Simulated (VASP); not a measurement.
# C (Fd-3m) in VASP: notebook

C is run at these levels: PBE; tasks: single point.

Program: VASP 6.6.1. These are calculated values, not measurements. Logs are shortened: lines on timing, memory, paths and dates and some standing lists are left out, and cuts for length are marked.

## Step 1: The cell of the first run

It takes space group Fd-3m (No. 227, cubic). Conventional cell: a = 3.453 Å, b = 3.453 Å, c = 3.453 Å, α = 90.00°, β = 90.00°, γ = 90.00°. C (site symmetry -43m) has 4 C at 1.50 Å within 2.0 Å.

## Step 2: Single point, PBE (strain -3.0%)

Contents of INCAR:

```
PREC = Accurate ; ENCUT = 520
EDIFF = 1E-7 ; ISMEAR = 0
SIGMA = 0.01 ; LREAL = False
LASPH = True ; NELM = 60
ALGO = Normal ; ISIF = 2
LWAVE = False ; LCHARG = False
GGA = PE ; NBANDS = 11
```

Contents of KPOINTS:

```
Automatic mesh
0
Gamma
  6 6 6
```

Contents of POSCAR:

```
C
1.0
    0.0000000000      1.7267204183      1.7267204183
    1.7267204183      0.0000000000      1.7267204183
    1.7267204183      1.7267204183      0.0000000000
C
2
Direct
    0.0000000000      0.0000000000      0.0000000000
    0.2500000000      0.2500000000      0.2500000000
```

Potentials or basis: VASP PAW PBE potentials, release 64 (C).

On the command line:

```sh
cat potpaw_PBE.64/C/POTCAR > POTCAR
mpirun -np 1 vasp_std > vasp.out
```

OUTCAR:

```text
PREC = Accurate
   ENCUT = 520
   EDIFF = 1E-7
   ISMEAR = 0
   LREAL = False
   LASPH = True
   NELM = 60
   ISIF = 2
   GGA = PE

 ion  position               nearest neighbor table
   1  0.000  0.000  0.000-   2 1.50   2 1.50   2 1.50   2 1.50
   2  0.250  0.250  0.250-   1 1.50   1 1.50   1 1.50   1 1.50

  LATTYP: Found a face centered cubic cell.
 ALAT       =     3.4534408366

  Lattice vectors:

 A1 = (   0.0000000000,   1.7267204183,   1.7267204183)
 A2 = (   1.7267204183,   0.0000000000,   1.7267204183)
 A3 = (   1.7267204183,   1.7267204183,   0.0000000000)

Analysis of symmetry for initial positions (statically):
=====================================================================
 Subroutine PRICEL returns:
 Original cell was already a primitive cell.

 Routine SETGRP: Setting up the symmetry group for a
 face centered cubic supercell.

 Subroutine GETGRP returns: Found 48 space group operations
 (whereof 24 operations were pure point group operations)
 out of a pool of 48 trial point group operations.

The static configuration has the point symmetry T_d .
 The point group associated with its full space group is O_h .

Analysis of symmetry for dynamics (positions and initial velocities):
=====================================================================
 Subroutine PRICEL returns:
 Original cell was already a primitive cell.

 Routine SETGRP: Setting up the symmetry group for a
 face centered cubic supercell.

 Subroutine GETGRP returns: Found 48 space group operations
 (whereof 24 operations were pure point group operations)
 out of a pool of 48 trial point group operations.

The dynamic configuration has the point symmetry T_d .
 The point group associated with its full space group is O_h .

 Subroutine INISYM returns: Found 48 space group operations
 (whereof 24 operations are pure point group operations),
 and found     1 'primitive' translations

----------------------------------------------------------------------------------------

                                     Primitive cell

  volume of cell :      10.2967

  direct lattice vectors                    reciprocal lattice vectors
     0.000000000  1.726720418  1.726720418    -0.289566275  0.289566275  0.289566275
     1.726720418  0.000000000  1.726720418     0.289566275 -0.289566275  0.289566275
     1.726720418  1.726720418  0.000000000     0.289566275  0.289566275 -0.289566275

  length of vectors
     2.441951434  2.441951434  2.441951434     0.501543501  0.501543501  0.501543501

  position of ions in fractional coordinates (direct lattice)
     0.000000000  0.000000000  0.000000000
     0.250000000  0.250000000  0.250000000

  ion indices of the primitive-cell ions
   primitive index   ion index
                 1           1
                 2           2

----------------------------------------------------------------------------------------

 KPOINTS: Automatic mesh

Automatic generation of k-mesh.
 Grid dimensions read from file:
 generate k-points for:    6    6    6

 Generating k-lattice:

  Cartesian coordinates                     Fractional coordinates (reciprocal lattice)
    -0.048261046  0.048261046  0.048261046     0.166666667  0.000000000  0.000000000
     0.048261046 -0.048261046  0.048261046     0.000000000  0.166666667  0.000000000
     0.048261046  0.048261046 -0.048261046     0.000000000  0.000000000  0.166666667

  Length of vectors
     0.083590583  0.083590583  0.083590583

  Shift w.r.t. Gamma in fractional coordinates (k-lattice)
     0.000000000  0.000000000  0.000000000

 Subroutine IBZKPT returns following result:
 ===========================================

 Found     16 irreducible k-points:

 Following reciprocal coordinates:
            Coordinates               Weight
  0.000000  0.000000  0.000000      1.000000
  0.166667  0.000000  0.000000      8.000000
  0.333333  0.000000  0.000000      8.000000
  0.500000  0.000000  0.000000      4.000000
  0.166667  0.166667  0.000000      6.000000
  0.333333  0.166667  0.000000     24.000000
[... 8 lines left out ...]
 -0.333333  0.333333  0.166667     24.000000
 -0.333333  0.500000  0.166667     12.000000
   k-points           NKPTS =     16   k-points in BZ     NKDIM =     16   number of bands    NBANDS=     11
   number of dos      NEDOS =    301   number of ions     NIONS =      2
   total plane-waves  NPLWV =   5832
   dimension x,y,z NGX =    18 NGY =   18 NGZ =   18
   dimension x,y,z NGXF=    36 NGYF=   36 NGZF=   36
   ions per type =               2
   NGX,Y,Z   is equivalent  to a cutoff of  12.25, 12.25, 12.25 a.u.
   NGXF,Y,Z  is equivalent  to a cutoff of  24.51, 24.51, 24.51 a.u.
 SYSTEM =  unknown system
   PREC   = accura    normal or accurate (medium, high low for compatibility)
   ISTART =      0    job   : 0-new  1-cont  2-samecut
   ICHARG =      2    charge: 1-file 2-atom 10-const
   ISPIN  =      1    spin polarized calculation?
   LNONCOLLINEAR =      F non collinear calculations
   LSORBIT =      F    spin-orbit coupling
   LASPH  =      T    aspherical Exc in radial PAW
   ENCUT  =  520.0 eV  38.22 Ry    6.18 a.u.   4.54  4.54  4.54*2*pi/ulx,y,z
   NELM   =     60;   NELMIN=  2; NELMDL= -5     # of ELM steps
   EDIFF  = 0.1E-06   stopping-criterion for ELM
   LREAL  =      F    real-space projection
   EDIFFG = 0.1E-05   stopping-criterion for IOM
   NSW    =      0    number of steps for IOM
   IBRION =     -1    ionic relax: 0-MD 1-quasi-New 2-CG
   NFREE  =      0    steps in history (QN), initial steepest desc. (CG)
   ISIF   =      2    stress and relaxation
   ISYM   =      2    0-nonsym 1-usesym 2-fastsym
   POTIM  = 0.5000    time-step for ionic-motion
   TEBEG  =    0.0;   TEEND  =   0.0 temperature during run
   PSTRESS=    0.0 pullay stress
   NELECT =       8.0000    total number of electrons
   NUPDOWN=      -1.0000    fix difference up-down
   EMIN   =  10.00;   EMAX   =-10.00  energy-range for DOS
   EFERMI =   0.00;   METHOD = LEGACY
   ISMEAR =     0;   SIGMA  =   0.01  broadening in eV -4-tet -1-fermi 0-gaus
   EFERMI_NEDOS =   21; number of points for ismear=-14 and -15
   IALGO  =     38    algorithm
   IMIX   =      4    mixing-type and parameters
     AMIX     =   0.40;   BMIX     =  1.00
     AMIX_MAG =   1.60;   BMIX_MAG =  1.00
  volume/ion in A,a.u.               =       5.15        34.74
  Fermi-wavevector in a.u.,A,eV,Ry     =   1.505010  2.844057 30.817958  2.265056
  Thomas-Fermi vector in A             =   2.615915
   LORBIT       =      0    0 simple, 1 ext, 2 COOP (PROOUT), +10 PAW based schemes
   GGA     = PE    functional components
   LHFCALC =     F    Hartree Fock is set to
   AEXX    =    0.0000 exact exchange contribution
   IVDW    =     0    specifies the selected vdW correction
   LEPSILON=     F    determine dielectric tensor
   LRPA    =     F    only Hartree local field effects (RPA)
 non-spin polarized calculation
 Gauss-broadening in eV      SIGMA  =   0.01
  energy-cutoff  :      520.00
  volume of cell :       10.30
 maximum number of plane-waves:       291
   NGX =  9   NGY =  9   NGZ =  9

 number of electron       7.9999998 magnetization

 Free energy of the ion-electron system (eV)
  ---------------------------------------------------
  ext. energy  EPLUGINS =         0.00000000
  ---------------------------------------------------
  free energy    TOTEN  =       -18.00241782 eV

  energy without entropy =      -18.00241782  energy(sigma->0) =      -18.00241782

 E-fermi :  11.2637     XC(G=0): -13.7412

 val. band max:       11.1862323973   @ k =   0.0000   0.0000   0.0000
 cond. band min:      15.5642367047   @ k =   0.3333   0.3333   0.0000
 fundamental gap:      4.3780043074
 Fermi energy:        11.2636530150

 k-point     1 :       0.0000    0.0000    0.0000
  band No.  band energies     occupation
      1     -11.6392      2.00000
      2      11.1862      2.00000
      3      11.1862      2.00000
      4      11.1862      2.00000
      5      17.0430      0.00000
      6      17.0430      0.00000
      7      17.0430      0.00000
      8      26.8073      0.00000
      9      31.7707      0.00000
     10      38.8113      0.00000
     11      38.8113      0.00000

 k-point     2 :       0.1667    0.0000    0.0000
  band No.  band energies     occupation
      1     -10.8200      2.00000
      2       7.1441      2.00000
      3      10.0550      2.00000
      4      10.0550      2.00000
      5      18.5232      0.00000
      6      18.5232      0.00000
      7      19.2152      0.00000
      8      27.1218      0.00000
      9      32.7860      0.00000
     10      34.7896      0.00000
     11      34.7896      0.00000

 k-point     3 :       0.3333    0.0000    0.0000
  band No.  band energies     occupation
      1      -8.4062      2.00000
      2       1.1391      2.00000
      3       8.6454      2.00000
      4       8.6454      2.00000
      5      19.9168      0.00000
      6      19.9168      0.00000
      7      20.9060      0.00000
      8      27.6547      0.00000
      9      33.5945      0.00000
     10      35.3749      0.00000
     11      35.3749      0.00000

 k-point     4 :       0.5000    0.0000    0.0000
  band No.  band energies     occupation
      1      -5.2830      2.00000
      2      -3.3092      2.00000
      3       8.1267      2.00000
      4       8.1267      2.00000
      5      20.0481      0.00000
      6      20.0481      0.00000
      7      21.3886      0.00000
      8      27.7585      0.00000
      9      34.5451      0.00000
     10      37.3103      0.00000
     11      38.5322      0.00000
[... 127 lines left out ...]
 k-point    14 :       0.5000    0.3333    0.1667
  band No.  band energies     occupation
      1      -6.3216      2.00000
      2       2.0386      2.00000
      3       3.1990      2.00000
      4       5.9180      2.00000
      5      19.3842      0.00000
      6      21.5136      0.00000
      7      23.8618      0.00000
      8      26.5839      0.00000
      9      33.1240      0.00000
     10      34.9485      0.00000
     11      39.8018      0.00000

 k-point    15 :      -0.3333    0.3333    0.1667
  band No.  band energies     occupation
      1      -3.4049      2.00000
      2      -1.3995      2.00000
      3       2.7703      2.00000
      4       4.6480      2.00000
      5      20.3082      0.00000
      6      22.0484      0.00000
      7      26.2904      0.00000
      8      26.4249      0.00000
      9      30.2968      0.00000
     10      36.3935      0.00000
     11      39.9876      0.00000

 k-point    16 :      -0.3333    0.5000    0.1667
  band No.  band energies     occupation
      1      -1.6470      2.00000
      2      -1.6470      2.00000
      3       2.5889      2.00000
      4       2.5889      2.00000
      5      19.8507      0.00000
      6      19.8507      0.00000
      7      27.0067      0.00000
      8      27.0067      0.00000
      9      34.4890      0.00000
     10      34.4890      0.00000
     11      43.5156      0.00000

------------------------ aborting loop because EDIFF is reached ----------------------------------------

  FORCE on cell =-STRESS in cart. coord.  units (eV):
  Direction    XX          YY          ZZ          XY          YZ          ZX
  --------------------------------------------------------------------------------------
  -------------------------------------------------------------------------------------
  Total        3.4547641      3.4547641      3.4547641      0.0000000     -0.0000000      0.0000000
  in kB      537.5673848    537.5673848    537.5673848      0.0000000     -0.0000000      0.0000000
  external PRESSURE =     537.5673848 kB  Pullay stress =       0.0000000 kB

 VOLUME and BASIS-vectors are now :
 -----------------------------------------------------------------------------
  energy-cutoff  :      520.00
  volume of cell :       10.30
      direct lattice vectors                 reciprocal lattice vectors
     0.000000000  1.726720418  1.726720418    -0.289566275  0.289566275  0.289566275
     1.726720418  0.000000000  1.726720418     0.289566275 -0.289566275  0.289566275
     1.726720418  1.726720418  0.000000000     0.289566275  0.289566275 -0.289566275

 POSITION                                       TOTAL-FORCE (eV/Angst)
 -----------------------------------------------------------------------------------
      0.00000      0.00000      0.00000        -0.000000     -0.000000     -0.000000
      0.86336      0.86336      0.86336         0.000000      0.000000      0.000000
 -----------------------------------------------------------------------------------
    total drift:                               -0.000000     -0.000000     -0.000000

  FREE ENERGIE OF THE ION-ELECTRON SYSTEM (eV)
  ---------------------------------------------------
  free  energy   TOTEN  =       -18.0024178213 eV

  energy  without entropy=      -18.0024178213  energy(sigma->0) =      -18.00241782
```

Wall time 5.4 s (1 thread of AMD EPYC 7R13, shared host); peak memory 0.08 GiB.

Results:

```yaml
Free_energy: -18.0024 eV
Pressure: 53.8 GPa
Band_gap_on_the_k_mesh: 4.38 eV, indirect (least direct gap 5.86 eV)
```

Levels at points of the mesh, in eV from the valence-band top:
```
           k point  band 2  band 3  band 4  band 5  band 6  band 7
(0.00, 0.00, 0.00)    0.00    0.00    0.00    5.86    5.86    5.86
(0.50, 0.00, 0.00)  -14.50   -3.06   -3.06    8.86    8.86   10.20
(0.50, 0.50, 0.00)  -13.48   -6.91   -6.91    4.95    4.95   18.34
```

Caveat: the k points lie up to 0.53 Å⁻¹ apart; the cell differs from its parent crystal (strain -3.0%). A k mesh can miss the band edges.

[end of part 1 of 2]
